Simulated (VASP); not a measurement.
Wanted: the native input for a VASP 6.6.1 run.

* Task: single point
* Functional: LDA
* Potentials or basis: VASP PAW LDA potentials, release 64 (Ta_pv, N)
* Cutoff: 520 eV
* k mesh: 18 × 18 × 10
* Occupations: gaussian, width 0.15 eV
* Spin: no spin polarisation
* Dipole correction: no
* Further INCAR settings: ALGO = Normal; EDIFF = 1e-07; NBANDS = 20

The structure of Ta2N lies in POSCAR:

```
Ta2N
1.0
    2.9797313057      0.0000000000      0.0000000000
   -1.4898656529      2.5805230071      0.0000000000
    0.0000000000      0.0000000000      4.7848525306
Ta N
2 1
Direct
    0.6666666667      0.3333333333      0.7466885012
    0.3333333333      0.6666666667      0.2533114988
    0.0000000000      0.0000000000      0.0000000000
```

This cell differs from its parent crystal: volume 12.264 Å^3 an atom, c/a of the conventional cell 1.6058.

One way to write it, as run:

INCAR

```
PREC = Accurate ; ENCUT = 520
EDIFF = 1E-7 ; ISMEAR = 0
SIGMA = 0.15 ; LREAL = False
LASPH = True ; NELM = 80
ALGO = Normal ; ISIF = 2
LWAVE = False ; LCHARG = False
GGA = CA ; NBANDS = 20
```

KPOINTS

```
regular mesh
0
Gamma
  18 18 10
```

Potentials or basis: VASP PAW LDA potentials, release 64 (Ta_pv, N).

The run is started by

```bash
$ cat potpaw_LDA.64/Ta_pv/POTCAR potpaw_LDA.64/N/POTCAR > POTCAR
$ mpirun -np 1 vasp_std > vasp.out
```

It gave:

```
Pressure      : 21.6 GPa
Largest force : 0.750 eV/Å
```

Run time: 2.6 min on 1 thread of Intel Xeon 6975P-C, with other jobs on the host, peak memory 0.32 GiB.
